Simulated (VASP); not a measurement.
# Li (I4_1/amd) in VASP: a series of runs

The runs below take Li through relaxation of cell and atoms, with LDA.

Program: VASP 6.6.1. These are calculated values, not measurements. Logs are shortened: lines on timing, memory, paths and dates and some standing lists are left out, and cuts for length are marked.

### 1 The cell of the first run

The structure is tetragonal, space group I4_1/amd (No. 141). Conventional cell: a = 5.037 Å, b = 5.037 Å, c = 2.755 Å, α = 90.00°, β = 90.00°, γ = 90.00°. Li (site symmetry -4m2) has 10 Li at 2.61 to 3.26 Å within 3.4 Å.

### 2 Relaxation of cell and atoms, LDA, target pressure 1.3 GPa, at which the enthalpy is minimised

INCAR reads:

```
SYSTEM = Li
ALGO = Normal
EDIFF = 1E-7
EDIFFG = -0.005
ENCUT = 600
GGA = CA
IBRION = 2
ISIF = 3
ISMEAR = -1
LASPH = .TRUE.
LCHARG = .FALSE.
LREAL = .FALSE.
LWAVE = .FALSE.
NELM = 60
NSW = 32
PREC = Accurate
PSTRESS = 13.0
SIGMA = 0.05
```

KPOINTS reads:

```
k-points
0
G
  16 16 16
  0 0 0
```

POSCAR reads:

```
Li
1.0
   -2.5184951516      2.5184951516      1.3775083580
    2.5184951516     -2.5184951516      1.3775083580
    2.5184951516      2.5184951516     -1.3775083580
Li
2
Direct
   -0.3750000000     -0.1250000000     -0.2500000000
    0.3750000000      0.1250000000      0.2500000000
```

Potentials or basis: VASP PAW LDA potentials, release 64 (Li_sv).

Launch:

```sh
$ cat potpaw_LDA.64/Li_sv/POTCAR > POTCAR
$ mpirun -np 1 vasp_std > vasp.out
```

OUTCAR:

```text
SYSTEM = Li
   EDIFF = 1E-7
   EDIFFG = -0.005
   ENCUT = 600
   GGA = CA
   IBRION = 2
   ISIF = 3
   ISMEAR = -1
   LASPH = .TRUE.
   LREAL = .FALSE.
   NELM = 60
   NSW = 32
   PREC = Accurate
   PSTRESS = 13.0

 ion  position               nearest neighbor table
   1  0.625  0.875  0.750-
   2  0.375  0.125  0.250-

  LATTYP: Found a body centered tetragonal cell.
 ALAT       =     5.0369903032
 C/A-ratio  =     0.5469569227

  Lattice vectors:

 A1 = (  -2.5184951516,   2.5184951516,   1.3775083580)
 A2 = (   2.5184951516,  -2.5184951516,   1.3775083580)
 A3 = (   2.5184951516,   2.5184951516,  -1.3775083580)

Analysis of symmetry for initial positions (statically):
=====================================================================
 Subroutine PRICEL returns:
 Original cell was already a primitive cell.

 Routine SETGRP: Setting up the symmetry group for a
 body centered tetragonal supercell.

 Subroutine GETGRP returns: Found 16 space group operations
 (whereof  4 operations were pure point group operations)
 out of a pool of 16 trial point group operations.

The static configuration has the point symmetry C_2h.
 The point group associated with its full space group is D_4h.

Analysis of symmetry for dynamics (positions and initial velocities):
=====================================================================
 Subroutine PRICEL returns:
 Original cell was already a primitive cell.

 Routine SETGRP: Setting up the symmetry group for a
 body centered tetragonal supercell.

 Subroutine GETGRP returns: Found 16 space group operations
 (whereof  4 operations were pure point group operations)
 out of a pool of 16 trial point group operations.

The dynamic configuration has the point symmetry C_2h.
 The point group associated with its full space group is D_4h.

 Subroutine INISYM returns: Found 16 space group operations
 (whereof  4 operations are pure point group operations),
 and found     1 'primitive' translations

----------------------------------------------------------------------------------------

                                     Primitive cell

  volume of cell :      34.9491

  direct lattice vectors                    reciprocal lattice vectors
    -2.518495152  2.518495152  1.377508358     0.000000000  0.198531254  0.362974204
     2.518495152 -2.518495152  1.377508358     0.198531254  0.000000000  0.362974204
[... 96 lines left out ...]
   NELECT =       6.0000    total number of electrons
   NUPDOWN=      -1.0000    fix difference up-down
   EMIN   =  10.00;   EMAX   =-10.00  energy-range for DOS
   EFERMI =   0.00;   METHOD = LEGACY
   ISMEAR =    -1;   SIGMA  =   0.05  broadening in eV -4-tet -1-fermi 0-gaus
   EFERMI_NEDOS =   21; number of points for ismear=-14 and -15
   IALGO  =     38    algorithm
   IMIX   =      4    mixing-type and parameters
     AMIX     =   0.40;   BMIX     =  1.00
     AMIX_MAG =   1.60;   BMIX_MAG =  1.00
  volume/ion in A,a.u.               =      17.47       117.92
  Fermi-wavevector in a.u.,A,eV,Ry     =   0.909871  1.719407 11.263787  0.827865
  Thomas-Fermi vector in A             =   2.033966
   LORBIT       =      0    0 simple, 1 ext, 2 COOP (PROOUT), +10 PAW based schemes
   GGA     = CA    functional components
   LHFCALC =     F    Hartree Fock is set to
   AEXX    =    0.0000 exact exchange contribution
   IVDW    =     0    specifies the selected vdW correction
   LEPSILON=     F    determine dielectric tensor
   LRPA    =     F    only Hartree local field effects (RPA)
 conjugate gradient relaxation of ions
 non-spin polarized calculation
  energy-cutoff  :      600.00
  volume of cell :       34.95
 maximum number of plane-waves:      1197
   NGX = 15   NGY = 15   NGZ = 15

--------------------------------------- Ionic step        1  -------------------------------------------

 number of electron       5.9999989 magnetization

 Free energy of the ion-electron system (eV)
  ---------------------------------------------------
  ext. energy  EPLUGINS =         0.00000000
  ---------------------------------------------------
  free energy    TOTEN  =        -3.93991485 eV

  energy without entropy =       -3.93174643  energy(sigma->0) =       -3.93583064

------------------------ aborting loop because EDIFF is reached ----------------------------------------

  FORCE on cell =-STRESS in cart. coord.  units (eV):
  Direction    XX          YY          ZZ          XY          YZ          ZX
  --------------------------------------------------------------------------------------
  -------------------------------------------------------------------------------------
  Total        0.2469965      0.2469965      0.2512045      0.0000000      0.0000000     -0.0000000
  in kB       11.3230869     11.3230869     11.5159957      0.0000000      0.0000000     -0.0000000
  external PRESSURE =      -1.6126102 kB  Pullay stress =      13.0000000 kB
[... 63 lines left out ...]
--------------------------------------- Ionic step        3  -------------------------------------------

 number of electron       5.9999990 magnetization

 Free energy of the ion-electron system (eV)
  ---------------------------------------------------
  ext. energy  EPLUGINS =         0.00000000
  ---------------------------------------------------
  free energy    TOTEN  =        -3.93743486 eV

  energy without entropy =       -3.92929263  energy(sigma->0) =       -3.93336375

 E-fermi :   1.0273     XC(G=0):  -7.5538

 val. band max:        1.0203450208   @ k =  -0.3750  -0.4375   0.3750
 cond. band min:       1.0302339766   @ k =  -0.0625   0.5000   0.0625
 fundamental gap:      0.0098889557
 Fermi energy:         1.0273288814

 k-point     1 :       0.0000    0.0000    0.0000
  band No.  band energies     occupation
      1     -44.4985      2.00000
      2     -44.4185      2.00000
      3      -2.5803      2.00000
      4       5.0778      0.00000
      5       5.0778      0.00000
      6       7.8689      0.00000
      7      11.1215      0.00000
[... 221 lines left out ...]
 k-point    24 :      -0.0625    0.0625    0.0000
  band No.  band energies     occupation
      1     -44.4977      2.00000
      2     -44.4192      2.00000
      3      -2.5481      2.00000
      4       4.7096      0.00000
      5       5.1230      0.00000
      6       8.2476      0.00000
      7      11.2152      0.00000

 [... further k-points ...]

------------------------ aborting loop because EDIFF is reached ----------------------------------------

  FORCE on cell =-STRESS in cart. coord.  units (eV):
  Direction    XX          YY          ZZ          XY          YZ          ZX
  --------------------------------------------------------------------------------------
  -------------------------------------------------------------------------------------
  Total        0.2795171      0.2795171      0.2843831     -0.0000000     -0.0000000      0.0000000
  in kB       12.9345956     12.9345956     13.1597697     -0.0000000     -0.0000000      0.0000000
  external PRESSURE =       0.0096536 kB  Pullay stress =      13.0000000 kB
[... 21 lines left out ...]
  energy  without entropy=       -3.9292926255  energy(sigma->0) =       -3.93336375

  enthalpy is  TOTEN    =        -3.6565043845 eV   P V=        0.2809304802

 reached required accuracy - stopping structural energy minimisation
```

It took 3.2 min on 1 thread of Oxide Virtual Turin-like, shared host; peak memory 0.17 GiB.

Results:

* Free energy: -3.9374 eV
* Relaxed volume: 17.31 Å³/atom
* Relaxed cell: a = 3.807 Å, b = 3.807 Å, c = 3.807 Å, α = 97.48°, β = 97.48°, γ = 137.70°
* Space group after relaxing (to 0.05 Å): I4_1/amd (No. 141)
* Energy change on relaxing (the enthalpy is what falls): +1.2 meV/atom
* Ionic steps: 3
* Pressure after relaxing: 1.3 GPa
* Band gap on the k mesh: zero (band 3 reaches 2.34 eV, above the bottom of band 4 at -0.47 eV)

The path:
| step | energy change (eV) | largest force (eV/Å) | pressure (GPa) | volume (Å³) |
| --- | --- | --- | --- | --- |
| 1 | 0.0000 | 0.0000 | 1.14 | 34.95 |
| 2 | 0.0006 | 0.0000 | 1.18 | 34.86 |
| 3 | 0.0025 | 0.0000 | 1.30 | 34.62 |

Final structure:
```cif
data_structure
_symmetry_space_group_name_H-M 'P 1'
_symmetry_Int_Tables_number 1
_cell_length_a 3.8066
_cell_length_b 3.8066
_cell_length_c 3.8066
_cell_angle_alpha 97.481
_cell_angle_beta 97.481
_cell_angle_gamma 137.697
_cell_volume 34.62
loop_
_atom_site_label
_atom_site_type_symbol
_atom_site_fract_x
_atom_site_fract_y
_atom_site_fract_z
_atom_site_occupancy
Li1 Li 0.62500 0.87500 0.75000 1
Li2 Li 0.37500 0.12500 0.25000 1
```

Caveat: the cutoff is under 1.25 times the usual one of these potentials, so pressure, stress and relaxed cells hold a basis-set (Pulay) error; the cell is relaxed towards a set pressure, so the enthalpy falls and the energy may rise.

### 3 Relaxation of cell and atoms, LDA, target pressure 1.3 GPa, at which the enthalpy is minimised

This run uses another cell than the first one, of 17.99 Å³/atom, 1.029 times its volume.

INCAR reads:

```
SYSTEM = Li
PREC = Accurate
ENCUT = 600
EDIFF = 1E-7
ISMEAR = -1
SIGMA = 0.05
LREAL = .False.
LASPH = .True.
NELM = 60
ALGO = Normal
ISIF = 3
LWAVE = .False.
LCHARG = .False.
IBRION = 2
NSW = 60
EDIFFG = -0.005
PSTRESS = 13.0
```

KPOINTS reads:

```
Automatic mesh
0
Gamma
  16 16 16
  0 0 0
```

POSCAR reads:

```
Li
1.0
   -2.5380914363      2.5380914363      1.3959502900
    2.5380914363     -2.5380914363      1.3959502900
    2.5380914363      2.5380914363     -1.3959502900
Li
2
Direct
   -0.3750000000     -0.1250000000     -0.2500000000
    0.3750000000      0.1250000000      0.2500000000
```

Potentials or basis: VASP PAW LDA potentials, release 64 (Li_sv).

Launch:

```sh
$ cat potpaw_LDA.64/Li_sv/POTCAR > POTCAR
$ mpirun -np 1 vasp_std > vasp.out
```

Run time: 3.8 min. Hardware: 1 thread of Oxide Virtual Turin-like, shared host; peak memory 0.17 GiB.

It converged, with:

- Free energy: -3.9384 eV
- Relaxed volume: 17.29 Å³/atom
- Relaxed cell: a = 3.805 Å, b = 3.805 Å, c = 3.805 Å, α = 97.48°, β = 97.48°, γ = 137.69°
- Space group after relaxing (to 0.05 Å): I4_1/amd (No. 141)
- Energy change on relaxing (the enthalpy is what falls): +4.1 meV/atom
- Ionic steps: 4
- Pressure after relaxing: 1.3 GPa
- Band gap on the k mesh: zero (band 3 reaches 2.34 eV, above the bottom of band 4 at -0.47 eV)

Step by step:
| step | energy change (eV) | largest force (eV/Å) | pressure (GPa) | volume (Å³) |
| --- | --- | --- | --- | --- |
| 1 | 0.0000 | 0.0000 | 0.64 | 35.97 |
| 2 | 0.0017 | 0.0000 | 0.81 | 35.58 |
| 3 | 0.0074 | 0.0000 | 1.24 | 34.69 |
| 4 | 0.0082 | 0.0000 | 1.30 | 34.58 |

Final structure:
```
Li
1.0
    -2.50913    2.50913    1.37304
     2.50913   -2.50913    1.37304
     2.50913    2.50913   -1.37304
Li
2
Direct
  0.62500 0.87500 0.75000
  0.37500 0.12500 0.25000
```

Levels at points of the mesh, in eV from the Fermi level:
```tsv
k point	band 1	band 2	band 3	band 4	band 5	band 6	band 7
(0.00, 0.00, 0.00)	-45.52	-45.44	-3.61	4.05	4.05	6.85	10.11
(0.50, 0.00, 0.00)	-45.48	-45.44	0.08	2.32	4.84	5.35	6.76
(0.50, 0.50, 0.00)	-45.48	-45.48	-1.50	-1.50	6.93	6.93	10.65
(0.50, 0.50, 0.50)	-45.48	-45.48	-0.60	-0.60	2.95	2.95	12.48
```

Caveat: the cutoff is under 1.25 times the usual one of these potentials, so pressure, stress and relaxed cells hold a basis-set (Pulay) error; the cell is relaxed towards a set pressure, so the enthalpy falls and the energy may rise.
